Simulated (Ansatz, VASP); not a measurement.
**One calculation of CsCdCl3, two programs**

File INCAR:

```
SYSTEM = CsCdCl3
ALGO     = Normal         ! electronic algorithm
EDIFF    = 1E-7           ! SCF threshold, eV
EDIFFG   = -0.005         ! ionic threshold
ENCUT    = 600            ! plane-wave cutoff, eV
IBRION   = 2              ! ionic algorithm
ISIF     = 3              ! what is computed and relaxed
ISMEAR   = 0              ! smearing method
LASPH    = .True.         ! aspherical terms in the spheres
LCHARG   = .False.        ! write CHGCAR
LREAL    = .False.        ! projectors in reciprocal space
LWAVE    = .False.        ! write WAVECAR
NELM     = 100            ! most SCF steps
NSW      = 100            ! ionic steps
PREC     = Accurate       ! precision mode
SIGMA    = 0.02           ! smearing width, eV
```

Contents of KPOINTS:

```
k-points
0
Gamma
  6 6 6
  0 0 0
```

POSCAR

```
CsCdCl3
1.0
    5.2000000000      0.0000000000      0.0000000000
    0.0000000000      5.2000000000      0.0000000000
    0.0000000000      0.0000000000      5.2000000000
Cs Cd Cl
1 1 3
Direct
    0.0000000000      0.0000000000      0.0000000000
    0.5000000000      0.5000000000      0.5000000000
    0.0000000000      0.5000000000      0.5000000000
    0.5000000000      0.0000000000      0.5000000000
    0.5000000000      0.5000000000      0.0000000000
```

Input for Ansatz:

```yaml
crystal:
  lattice:
    - [5.2, 0.0, 0.0]
    - [0.0, 5.2, 0.0]
    - [0.0, 0.0, 5.2]
  atoms:
    - { symbol: Cs, position: [0.0, 0.0, 0.0] }
    - { symbol: Cd, position: [0.5, 0.5, 0.5] }
    - { symbol: Cl, position: [0.0, 0.5, 0.5] }
    - { symbol: Cl, position: [0.5, 0.0, 0.5] }
    - { symbol: Cl, position: [0.5, 0.5, 0.0] }
basis:
  ecutwfc: 420
kpoints:
  mp_grid: { grid: [6, 6, 6] }
hamiltonian:
  xc: lda
scf:
  occupations: { method: gaussian, width: 0.02 }
output:
  forces: true
  stress: true
  eigenvalues: true
  write_density: true
  write_potential: true
  elf: true
  volumetric_format: npy
relax:
  adjacent_minimum: "off"
  f_tol: 0.005
  max_steps: 80
  cell: { stress_tol: 0.05 }
```

Alike in both runs: task relaxation of cell and atoms; functional LDA; k mesh 6 × 6 × 6; occupations gaussian, width 0.02 eV; no spin polarisation.

|  | VASP | Ansatz |
| --- | --- | --- |
| version | VASP 6.6.1 | Ansatz 0.2.0 |
| potentials or method | VASP PAW LDA potentials, release 64 (Cs_sv, Cd, Cl), cutoff 600 eV | scalar-relativistic, plane waves, PAW |
| valence electrons in the cell | 42 | 50 |

Ansatz gave:

```
gap on the k mesh at the Fermi level, each at its own relaxed structure (eV) : 1.59
relaxed volume (Å³/atom)                                                     : 26.72
relaxed length of the cell vector where the two differ most in proportion (Å)              : 5.112
```

Task: Which values does VASP return?

Result: gap on the k mesh at the Fermi level, each at its own relaxed structure (eV): 1.61; relaxed volume (Å³/atom): 26.92; relaxed length of the cell vector where the two differ most in proportion (Å): 5.125.

LDA's correlation is that of Perdew and Zunger in VASP and of Perdew and Wang (1992) in Ansatz. VASP's potentials hold 42 valence electrons a cell and Ansatz's 50, so a difference there can come from the potentials and not from the codes.

Spin-orbit coupling is off throughout.
